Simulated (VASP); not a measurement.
# Pt (P6_3/mmc) in VASP: a series of runs

Aim: see how the results for Pt move with the level of theory and the settings. Levels: r2SCAN, LDA, r2SCAN+D4. Tasks: single point, relaxation of cell and atoms.

Everything below comes from runs of VASP 6.6.1. Logs are shortened: lines on timing, memory, paths and dates and some standing lists are left out, and cuts for length are marked.

## Step 1: The cell of the first run

The structure is hexagonal, space group P6_3/mmc (No. 194). The conventional cell has a = 2.739 Å, b = 2.739 Å, c = 4.749 Å, α = 90.00°, β = 90.00°, γ = 120.00°. Pt (site symmetry -6m2) has 12 Pt at 2.74 to 2.85 Å within 3.6 Å.

This isn't the form of Pt at room conditions, which is fcc.

## Step 2: Single point, r2SCAN

POSCAR reads:

```
Pt
1.0
    2.7391443691      0.0000000000      0.0000000000
   -1.3695721845      2.3721686082      0.0000000000
    0.0000000000      0.0000000000      4.7485292443
Pt
2
Direct
    0.6666666667      0.3333333333      0.7500000000
    0.3333333333      0.6666666667      0.2500000000
```

INCAR.step1 reads:

```
PREC = Accurate
ENCUT = 520
ISMEAR = -1
SIGMA = 0.1
LREAL = F
LASPH = T
NELM = 60
NBANDS = 17
GGA = PE
ALGO = Normal
EDIFF = 1E-4
LWAVE = T
LCHARG = F
```

INCAR.step2 reads:

```
PREC = Accurate
ENCUT = 520
EDIFF = 1E-7
ISMEAR = -1
SIGMA = 0.1
LREAL = F
LASPH = T
NELM = 60
ALGO = Normal
ISIF = 2
LWAVE = F
LCHARG = F
METAGGA = R2SCAN
LMIXTAU = T
NBANDS = 17
ISTART = 1
```

KPOINTS reads:

```
regular mesh
0
Gamma
  12 12 6
```

Potentials or basis: VASP PAW PBE potentials, release 64 (Pt).

Launch:

```sh
$ cat potpaw_PBE.64/Pt/POTCAR > POTCAR
$ cp INCAR.step1 INCAR
$ mpirun -np 1 vasp_std > vasp.out
$ cp INCAR.step2 INCAR
$ mpirun -np 1 vasp_std > vasp.out
```

OUTCAR:

```text
PREC = Accurate
   ENCUT = 520
   EDIFF = 1E-7
   ISMEAR = -1
   LREAL = F
   LASPH = T
   NELM = 60
   ISIF = 2
   METAGGA = R2SCAN
   ISTART = 1

 ion  position               nearest neighbor table
   1  0.667  0.333  0.750-   2 2.85   2 2.85   2 2.85   2 2.85   2 2.85   2 2.85
   2  0.333  0.667  0.250-   1 2.85   1 2.85   1 2.85   1 2.85   1 2.85   1 2.85

  LATTYP: Found a hexagonal cell.
 ALAT       =     2.7391443691
 C/A-ratio  =     1.7335812226

  Lattice vectors:

 A1 = (   2.7391443691,   0.0000000000,   0.0000000000)
 A2 = (  -1.3695721845,   2.3721686082,   0.0000000000)
 A3 = (   0.0000000000,   0.0000000000,   4.7485292443)

Analysis of symmetry for initial positions (statically):
=====================================================================
 Subroutine PRICEL returns:
 Original cell was already a primitive cell.

 Routine SETGRP: Setting up the symmetry group for a
 hexagonal supercell.

 Subroutine GETGRP returns: Found 24 space group operations
 (whereof 12 operations were pure point group operations)
 out of a pool of 24 trial point group operations.

The static configuration has the point symmetry D_3d.
 The point group associated with its full space group is D_6h.

Analysis of symmetry for dynamics (positions and initial velocities):
=====================================================================
 Subroutine PRICEL returns:
 Original cell was already a primitive cell.

 Routine SETGRP: Setting up the symmetry group for a
 hexagonal supercell.

 Subroutine GETGRP returns: Found 24 space group operations
 (whereof 12 operations were pure point group operations)
 out of a pool of 24 trial point group operations.

The dynamic configuration has the point symmetry D_3d.
 The point group associated with its full space group is D_6h.

 Subroutine INISYM returns: Found 24 space group operations
 (whereof 12 operations are pure point group operations),
 and found     1 'primitive' translations

----------------------------------------------------------------------------------------

                                     Primitive cell

  volume of cell :      30.8546

  direct lattice vectors                    reciprocal lattice vectors
     2.739144369  0.000000000  0.000000000     0.365077508  0.210777597  0.000000000
    -1.369572184  2.372168608  0.000000000     0.000000000  0.421555195  0.000000000
     0.000000000  0.000000000  4.748529244     0.000000000  0.000000000  0.210591522

  length of vectors
     2.739144369  2.739144369  4.748529244     0.421555195  0.421555195  0.210591522

  position of ions in fractional coordinates (direct lattice)
     0.666666667  0.333333333  0.750000000
     0.333333333  0.666666667  0.250000000

  ion indices of the primitive-cell ions
   primitive index   ion index
                 1           1
                 2           2

----------------------------------------------------------------------------------------

 KPOINTS: regular mesh

Automatic generation of k-mesh.
 Grid dimensions read from file:
 generate k-points for:   12   12    6

 Generating k-lattice:

  Cartesian coordinates                     Fractional coordinates (reciprocal lattice)
     0.030423126  0.017564800  0.000000000     0.083333333  0.000000000  0.000000000
     0.000000000  0.035129600  0.000000000     0.000000000  0.083333333  0.000000000
     0.000000000  0.000000000  0.035098587     0.000000000  0.000000000  0.166666667

  Length of vectors
     0.035129600  0.035129600  0.035098587

  Shift w.r.t. Gamma in fractional coordinates (k-lattice)
     0.000000000  0.000000000  0.000000000

 Subroutine IBZKPT returns following result:
 ===========================================

 Found     76 irreducible k-points:

 Following reciprocal coordinates:
            Coordinates               Weight
  0.000000  0.000000  0.000000      1.000000
  0.083333  0.000000  0.000000      6.000000
  0.166667  0.000000  0.000000      6.000000
  0.250000  0.000000  0.000000      6.000000
  0.333333  0.000000  0.000000      6.000000
  0.416667  0.000000  0.000000      6.000000
[... 16 lines left out ...]
  0.250000  0.000000  0.166667     12.000000
  0.333333  0.000000  0.166667     12.000000
 [... further k-points ...]
   k-points           NKPTS =     76   k-points in BZ     NKDIM =     76   number of bands    NBANDS=     17
   number of dos      NEDOS =    301   number of ions     NIONS =      2
   total plane-waves  NPLWV =  14400
   dimension x,y,z NGX =    20 NGY =   20 NGZ =   36
   dimension x,y,z NGXF=    40 NGYF=   40 NGZF=   72
   ions per type =               2
   NGX,Y,Z   is equivalent  to a cutoff of  12.14, 12.14, 12.60 a.u.
   NGXF,Y,Z  is equivalent  to a cutoff of  24.28, 24.28, 25.21 a.u.
 SYSTEM =  unknown system
   PREC   = accura    normal or accurate (medium, high low for compatibility)
   ISTART =      1    job   : 0-new  1-cont  2-samecut
   ICHARG =      0    charge: 1-file 2-atom 10-const
   ISPIN  =      1    spin polarized calculation?
   LNONCOLLINEAR =      F non collinear calculations
   LSORBIT =      F    spin-orbit coupling
   LASPH  =      T    aspherical Exc in radial PAW
   ENCUT  =  520.0 eV  38.22 Ry    6.18 a.u.   5.09  5.09  8.83*2*pi/ulx,y,z
   NELM   =     60;   NELMIN=  2; NELMDL=  0     # of ELM steps
   EDIFF  = 0.1E-06   stopping-criterion for ELM
   LREAL  =      F    real-space projection
   EDIFFG = 0.1E-05   stopping-criterion for IOM
   NSW    =      0    number of steps for IOM
   IBRION =     -1    ionic relax: 0-MD 1-quasi-New 2-CG
   NFREE  =      0    steps in history (QN), initial steepest desc. (CG)
   ISIF   =      2    stress and relaxation
   ISYM   =      2    0-nonsym 1-usesym 2-fastsym
   POTIM  = 0.5000    time-step for ionic-motion
   TEBEG  =    0.0;   TEEND  =   0.0 temperature during run
   PSTRESS=    0.0 pullay stress
   NELECT =      20.0000    total number of electrons
   NUPDOWN=      -1.0000    fix difference up-down
   EMIN   =  10.00;   EMAX   =-10.00  energy-range for DOS
   EFERMI =   0.00;   METHOD = LEGACY
   ISMEAR =    -1;   SIGMA  =   0.10  broadening in eV -4-tet -1-fermi 0-gaus
   EFERMI_NEDOS =   21; number of points for ismear=-14 and -15
   IALGO  =     38    algorithm
   IMIX   =      4    mixing-type and parameters
     AMIX     =   0.40;   BMIX     =  1.00
     AMIX_MAG =   1.60;   BMIX_MAG =  1.00
  volume/ion in A,a.u.               =      15.43       104.11
  Fermi-wavevector in a.u.,A,eV,Ry     =   1.416810  2.677383 27.311665  2.007351
  Thomas-Fermi vector in A             =   2.538106
   LORBIT       =      0    0 simple, 1 ext, 2 COOP (PROOUT), +10 PAW based schemes
   METAGGA = R2SCAN    functional components
   LHFCALC =     F    Hartree Fock is set to
   AEXX    =    0.0000 exact exchange contribution
   IVDW    =     0    specifies the selected vdW correction
   LEPSILON=     F    determine dielectric tensor
   LRPA    =     F    only Hartree local field effects (RPA)
 non-spin polarized calculation
  energy-cutoff  :      520.00
  volume of cell :       30.85
 maximum number of plane-waves:       846
   NGX = 11   NGY = 11   NGZ = 17

 number of electron      20.0000000 magnetization

 Free energy of the ion-electron system (eV)
  ---------------------------------------------------
  ext. energy  EPLUGINS =         0.00000000
  ---------------------------------------------------
  free energy    TOTEN  =      -102.93113786 eV

  energy without entropy =     -102.82081513  energy(sigma->0) =     -102.87597649

 E-fermi :  10.5569     XC(G=0): -14.4652

 val. band max:       10.5565171391   @ k =   0.2500   0.2500   0.0000
 cond. band min:      10.5579838202   @ k =   0.2500   0.1667   0.5000
 fundamental gap:      0.0014666810
 Fermi energy:        10.5569088990

 k-point     1 :       0.0000    0.0000    0.0000
  band No.  band energies     occupation
      1       0.3510      2.00000
      2       3.0413      2.00000
      3       6.3545      2.00000
      4       6.8905      2.00000
      5       6.8905      2.00000
      6       7.2810      2.00000
[... 9 lines left out ...]
     16      28.7952      0.00000
     17      32.8800      0.00000

 k-point     2 :       0.0833    0.0000    0.0000
  band No.  band energies     occupation
      1       0.6186      2.00000
      2       3.2863      2.00000
      3       6.3118      2.00000
      4       6.8961      2.00000
      5       7.0970      2.00000
      6       7.1568      2.00000
[... 9 lines left out ...]
     16      29.1069      0.00000
     17      31.4829      0.00000

 k-point     3 :       0.1667    0.0000    0.0000
  band No.  band energies     occupation
      1       1.3715      2.00000
      2       3.9009      2.00000
      3       6.0878      2.00000
      4       6.7385      2.00000
      5       7.0212      2.00000
      6       7.3198      2.00000
[... 9 lines left out ...]
     16      29.2239      0.00000
     17      29.5957      0.00000

 k-point     4 :       0.2500    0.0000    0.0000
  band No.  band energies     occupation
      1       2.4201      2.00000
      2       4.3264      2.00000
      3       5.9422      2.00000
      4       6.1787      2.00000
      5       6.4682      2.00000
      6       7.7329      2.00000
[... 9 lines left out ...]
     16      27.6796      0.00000
     17      29.9789      0.00000
[... 343 lines left out ...]
      1       1.6023      2.00000
      2       3.9057      2.00000
      3       6.1426      2.00000
      4       6.4499      2.00000
      5       6.6893      2.00000
      6       7.3818      2.00000
[... 9 lines left out ...]
     16      29.0474      0.00000
     17      29.7947      0.00000

 k-point    23 :       0.2500    0.0000    0.1667
  band No.  band energies     occupation
      1       2.5922      2.00000
      2       4.3726      2.00000
      3       5.7343      2.00000
      4       6.2311      2.00000
      5       6.3369      2.00000
      6       7.5299      2.00000
[... 9 lines left out ...]
     16      27.8186      0.00000
     17      28.8898      0.00000

 k-point    24 :       0.3333    0.0000    0.1667
  band No.  band energies     occupation
      1       3.3450      2.00000
      2       4.1912      2.00000
      3       5.2228      2.00000
      4       5.9698      2.00000
      5       7.0922      2.00000
      6       7.5871      2.00000
[... 9 lines left out ...]
     16      25.9106      0.00000
     17      27.3342      0.00000

 [... further k-points ...]

------------------------ aborting loop because EDIFF is reached ----------------------------------------

  FORCE on cell =-STRESS in cart. coord.  units (eV):
  Direction    XX          YY          ZZ          XY          YZ          ZX
  --------------------------------------------------------------------------------------
  -------------------------------------------------------------------------------------
  Total        0.1455816      0.1455816      0.0908678      0.0000000      0.0000000      0.0000000
  in kB        7.5595766      7.5595766      4.7184697      0.0000000      0.0000000      0.0000000
  external PRESSURE =       6.6125409 kB  Pullay stress =       0.0000000 kB

 VOLUME and BASIS-vectors are now :
 -----------------------------------------------------------------------------
  energy-cutoff  :      520.00
  volume of cell :       30.85
      direct lattice vectors                 reciprocal lattice vectors
     2.739144369  0.000000000  0.000000000     0.365077508  0.210777597  0.000000000
    -1.369572184  2.372168608  0.000000000     0.000000000  0.421555195  0.000000000
     0.000000000  0.000000000  4.748529244     0.000000000  0.000000000  0.210591522

 POSITION                                       TOTAL-FORCE (eV/Angst)
 -----------------------------------------------------------------------------------
      1.36957      0.79072      3.56140        -0.000000      0.000000      0.000000
     -0.00000      1.58145      1.18713         0.000000      0.000000      0.000000
 -----------------------------------------------------------------------------------
    total drift:                               -0.000000      0.000000     -0.000000

  FREE ENERGIE OF THE ION-ELECTRON SYSTEM (eV)
  ---------------------------------------------------
  free  energy   TOTEN  =      -102.9311378642 eV

  energy  without entropy=     -102.8208151257  energy(sigma->0) =     -102.87597649
```

Wall time 72 s (1 thread of Intel Xeon 6975P-C (Granite Rapids), shared host); peak memory 0.16 GiB.

Results:

```
Free energy            : -102.9311 eV
Pressure               : 0.7 GPa
Band gap on the k mesh : zero (bands 10 and 11 overlap by 1.44 eV)
```

Stress tensor (GPa, compression positive):
```
0.76 0.00 0.00
0.00 0.76 0.00
0.00 0.00 0.47
```

Caveat: the PAW data sets were made with another functional, which shifts forces and pressure a little; spin-orbit coupling is left out, which moves the levels of the heavy elements.

## Step 3: Relaxation of cell and atoms, LDA

This run uses another cell than the first one, of 15.81 Å³/atom.

INCAR reads:

```
ALGO = Normal
EDIFF = 1E-7
EDIFFG = -0.01
ENCUT = 600
GGA = CA
IBRION = 2
ISIF = 3
ISMEAR = -1
LASPH = T
LCHARG = F
LREAL = F
LWAVE = F
NELM = 100
NSW = 80
PREC = Accurate
SIGMA = 0.1
```

KPOINTS reads:

```
k-points
0
Gamma
  12 12 6
```

POSCAR reads:

```
Pt
1.0
    2.7606660000      0.0000000000      0.0000000000
   -1.3803330000      2.3908068874      0.0000000000
    0.0000000000      0.0000000000      4.7921340000
Pt
2
Direct
    0.6666666667      0.3333333333      0.7500000000
    0.3333333333      0.6666666667      0.2500000000
```

Potentials or basis: VASP PAW LDA potentials, release 64 (Pt).

Launch:

```sh
$ cat potpaw_LDA.64/Pt/POTCAR > POTCAR
$ mpirun -np 1 vasp_std > vasp.out
```

Run time: 86 s. Hardware: 1 thread of Intel Xeon 6975P-C (Granite Rapids), shared host; peak memory 0.18 GiB.

Results (log left out):

- Free energy: -14.9375 eV
- Relaxed volume: 14.92 Å³/atom
- Relaxed cell: a = 2.718 Å, b = 2.718 Å, c = 4.663 Å, α = 90.00°, β = 90.00°, γ = 120.00°
- Space group after relaxing (to 0.1 Å): P6_3/mmc (No. 194)
- Energy gained by relaxing: 44.3 meV/atom
- Ionic steps: 10
- Pressure after relaxing: 0.0 GPa
- Band gap on the k mesh: zero (bands 10 and 11 overlap by 1.40 eV)

The path:
```
step  energy change (eV)  largest force (eV/Å)  pressure (GPa)  volume (Å³)
   1              0.0000                0.0000          -14.78        31.63
   2              0.7784                0.0000           73.81        25.41
   3             -0.0867                0.0000           -1.05        29.96
   4             -0.0870                0.0000           -0.25        29.88
   5             -0.0870                0.0000            0.09        29.85
   6             -0.0886                0.0000            0.13        29.82
   7             -0.0886                0.0000            0.14        29.82
   8             -0.0886                0.0000            0.14        29.82
   9             -0.0886                0.0000           -0.37        29.87
  10             -0.0886                0.0000            0.00        29.83
```

Final structure:
```
Pt
1.0
     2.71799    0.00000    0.00000
    -1.35899    2.35384    0.00000
     0.00000    0.00000    4.66303
Pt
2
Cartesian
  1.3590 0.7846 3.4973
  0.0000 1.5692 1.1658
```

Levels at points of the mesh, in eV from the Fermi level:
| k point | band 6 | band 7 | band 8 | band 9 | band 10 | band 11 | band 12 | band 13 | band 14 |
| --- | --- | --- | --- | --- | --- | --- | --- | --- | --- |
| (0.00, 0.00, 0.00) | -3.34 | -3.34 | -2.07 | -2.07 | -0.91 | -0.25 | -0.25 | 5.19 | 14.93 |
| (0.50, 0.00, 0.00) | -3.21 | -2.94 | 0.06 | 0.28 | 0.52 | 2.35 | 3.90 | 7.54 | 9.17 |
| (0.00, 0.00, 0.50) | -3.77 | -3.77 | -3.77 | -0.89 | -0.89 | -0.89 | -0.89 | 12.54 | 12.54 |
| (0.50, 0.00, 0.50) | -2.04 | -1.01 | -1.01 | 0.41 | 0.41 | 1.67 | 1.67 | 6.83 | 6.83 |

Caveat: spin-orbit coupling is left out, which moves the levels of the heavy elements.

## Step 4: Relaxation of cell and atoms, r2SCAN+D4

This run uses another cell than the first one, of 15.81 Å³/atom.

POSCAR is that of step 3.

INCAR.step1 reads:

```
SYSTEM = Pt
PREC     = Accurate       ! precision mode
ENCUT    = 600            ! plane-wave cutoff, eV
ISMEAR   = -1             ! smearing method
SIGMA    = 0.1            ! smearing width, eV
LREAL    = .False.        ! projectors in reciprocal space
LASPH    = .True.         ! aspherical terms in the spheres
NELM     = 100            ! most SCF steps
GGA      = PE             ! functional
ALGO     = Normal         ! electronic algorithm
EDIFF    = 1E-4           ! SCF threshold, eV
LWAVE    = .True.         ! write WAVECAR
LCHARG   = .False.        ! write CHGCAR
```

INCAR.step2 reads:

```
SYSTEM = Pt
PREC     = Accurate       ! precision mode
ENCUT    = 600            ! plane-wave cutoff, eV
EDIFF    = 1E-6           ! SCF threshold, eV
ISMEAR   = -1             ! smearing method
SIGMA    = 0.1            ! smearing width, eV
LREAL    = .False.        ! projectors in reciprocal space
LASPH    = .True.         ! aspherical terms in the spheres
NELM     = 100            ! most SCF steps
ALGO     = Normal         ! electronic algorithm
ISIF     = 3              ! what is computed and relaxed
LWAVE    = .False.        ! write WAVECAR
LCHARG   = .False.        ! write CHGCAR
METAGGA  = R2SCAN         ! meta-GGA
LMIXTAU  = .True.       
IVDW     = 13             ! dispersion correction
VDW_S6   = 1.0          
VDW_S8   = 0.6018749    
VDW_A1   = 0.51559235   
VDW_A2   = 5.77342911   
IBRION   = 2              ! ionic algorithm
NSW      = 80             ! ionic steps
EDIFFG   = -0.01          ! ionic threshold
ISTART   = 1
```

KPOINTS reads:

```
Automatic mesh
0
Gamma
  12 12 6
  0 0 0
```

Potentials or basis: VASP PAW PBE potentials, release 64 (Pt).

Launch:

```sh
$ cat potpaw_PBE.64/Pt/POTCAR > POTCAR
$ cp INCAR.step1 INCAR
$ mpirun -np 1 vasp_std > vasp.out
$ cp INCAR.step2 INCAR
$ mpirun -np 1 vasp_std > vasp.out
```

Run time: 6.1 min. Hardware: 1 thread of Intel Xeon 6975P-C (Granite Rapids), shared host; peak memory 0.2 GiB.

It converged, with:

| Item | Value |
| --- | --- |
| Free energy | -103.4313 eV |
| Relaxed volume | 15.34 Å³/atom |
| Relaxed cell | a = 2.736 Å, b = 2.736 Å, c = 4.732 Å, α = 90.00°, β = 90.00°, γ = 120.00° |
| Space group after relaxing (to 0.1 Å) | P6_3/mmc (No. 194) |
| Energy gained by relaxing | 11.6 meV/atom |
| Ionic steps | 9 |
| Pressure after relaxing | 0.0 GPa |
| Band gap on the k mesh | zero (bands 10 and 11 overlap by 1.45 eV) |
| Dispersion energy per atom | -0.252 eV |

Step by step:
| step | energy change (eV) | largest force (eV/Å) | pressure (GPa) | volume (Å³) |
| --- | --- | --- | --- | --- |
| 1 | 0.0000 | 0.0000 | -7.58 | 31.63 |
| 2 | 0.1639 | 0.0000 | 27.50 | 28.33 |
| 3 | -0.0229 | 0.0000 | -0.24 | 30.72 |
| 4 | -0.0229 | 0.0000 | -0.04 | 30.70 |
| 5 | -0.0229 | 0.0000 | 0.08 | 30.68 |
| 6 | -0.0231 | 0.0000 | 0.14 | 30.67 |
| 7 | -0.0231 | 0.0000 | 0.16 | 30.67 |
| 8 | -0.0231 | 0.0000 | -0.40 | 30.73 |
| 9 | -0.0231 | 0.0000 | 0.01 | 30.69 |

Final structure:
```
Pt
1.0
     2.73631    0.00000    0.00000
    -1.36816    2.36971    0.00000
     0.00000    0.00000    4.73222
Pt
2
Direct
  0.66667 0.33333 0.75000
  0.33333 0.66667 0.25000
```

Levels at points of the mesh, in eV from the Fermi level:
```tsv
k point	band 8	band 9	band 10	band 11	band 12	band 13
(0.00, 0.00, 0.00)	-2.03	-2.03	-0.64	-0.29	-0.29	5.18
(0.50, 0.00, 0.00)	-0.04	0.31	0.54	2.49	4.06	7.85
(0.00, 0.00, 0.50)	-3.70	-0.91	-0.91	-0.91	-0.91	12.86
(0.50, 0.00, 0.50)	-0.89	0.44	0.44	1.85	1.85	7.04
```

Caveat: the PAW data sets were made with another functional, which shifts forces and pressure a little; spin-orbit coupling is left out, which moves the levels of the heavy elements.

(Part 1 of 2 ends here.)
